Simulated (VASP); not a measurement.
Wanted: the native input for a VASP 6.6.1 run.

```
Task                   : single point
Functional             : PBE
Potentials or basis    : VASP PAW PBE potentials, release 64 (Cd, Se, S)
Cutoff                 : 520 eV
k mesh                 : 6 × 6 × 4
Occupations            : gaussian, width 0.02 eV
Spin                   : no spin polarisation
Dipole correction      : no
Further INCAR settings : ALGO = Normal; EDIFF = 1e-06; NBANDS = 46
```

The structure of Cd4SeS3 lies in POSCAR:

```
Cd4SeS3
1.0
    4.2418401793      0.0000000000      0.0000000000
    0.0000000000      4.2418401793      0.0000000000
    0.0000000000      0.0000000000     11.9614619347
Cd Se S
4 1 3
Direct
    0.5000000000      0.0000000000      0.6216115045
    0.0000000000      0.5000000000      0.8655708080
    0.5000000000      0.0000000000      0.1344291920
    0.0000000000      0.5000000000      0.3783884955
    0.0000000000      0.0000000000      0.0000000000
    0.5000000000      0.5000000000      0.2565630569
    0.0000000000      0.0000000000      0.5000000000
    0.5000000000      0.5000000000      0.7434369431
```

One way to write it, as run:

INCAR

```
SYSTEM = Cd4SeS3
ALGO = Normal ; EDIFF = 1E-6
ENCUT = 520 ; GGA = PE
ISIF = 2 ; ISMEAR = 0
LASPH = .True. ; LCHARG = .True.
LELF = .True. ; LREAL = .False.
LVHAR = .True. ; LWAVE = .False.
NBANDS = 46 ; NELM = 60
PREC = Accurate ; SIGMA = 0.02
```

KPOINTS

```
k-points
0
Gamma
  6 6 4
  0 0 0
```

Potentials or basis: VASP PAW PBE potentials, release 64 (Cd, Se, S).

Launch:

```console
$ cat potpaw_PBE.64/Cd/POTCAR potpaw_PBE.64/Se/POTCAR potpaw_PBE.64/S/POTCAR > POTCAR
$ mpirun -np 1 vasp_std > vasp.out
```

Results of the run:

| Property | Result |
| --- | --- |
| Pressure | 0.3 GPa |
| Band gap on the k mesh | 0.84 eV, direct |

It took 7.5 min on 1 thread of AMD EPYC 7R13, on a shared host, peak memory 0.41 GiB.
